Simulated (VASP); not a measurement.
**S: single point with PBE+D4**

S:

```
CELL_PARAMETERS angstrom
1.53134 1.53134 1.53134
-1.53134 1.53134 1.53134
-1.53134 -1.53134 1.53134
ATOMIC_POSITIONS crystal
S 0.00000 0.00000 0.00000
```

```json
{"Program": "VASP 6.6.1", "Task": "single point", "Functional": "PBE", "Dispersion": "D4", "Potentials or basis": "VASP PAW PBE potentials, release 64 (S)", "Cutoff": "520 eV", "k mesh": "18 × 18 × 18", "Occupations": "fermi-dirac, width 0.05 eV", "Spin": "no spin polarisation", "Dipole correction": "no", "Further INCAR settings": "ALGO = Normal; EDIFF = 1e-06; NBANDS = 9"}
```

- Pressure: 4.8 GPa
- Band gap on the k mesh: zero (band 3 reaches 12.70 eV, above the bottom of band 4 at 5.04 eV)
- Dispersion energy per atom: -0.441 eV

Levels at points of the mesh, in eV from the Fermi level:
| k point | band 1 | band 2 | band 3 | band 4 | band 5 | band 6 |
| --- | --- | --- | --- | --- | --- | --- |
| (0.00, 0.00, 0.00) | -17.88 | 3.63 | 3.63 | 3.63 | 12.33 | 12.33 |
| (0.50, 0.00, 0.00) | -12.77 | -8.26 | 0.09 | 2.61 | 7.66 | 8.07 |
| (0.50, 0.50, 0.50) | -8.96 | -3.93 | -3.93 | -3.93 | 3.46 | 3.46 |

Run time: 8.4 s on 1 thread of AMD EPYC 9R45 96-Core Processor (Zen 5) (shared host), peak memory 0.1 GiB.

Caveat: pairwise dispersion overbinds metals, which lowers pressure and volume.
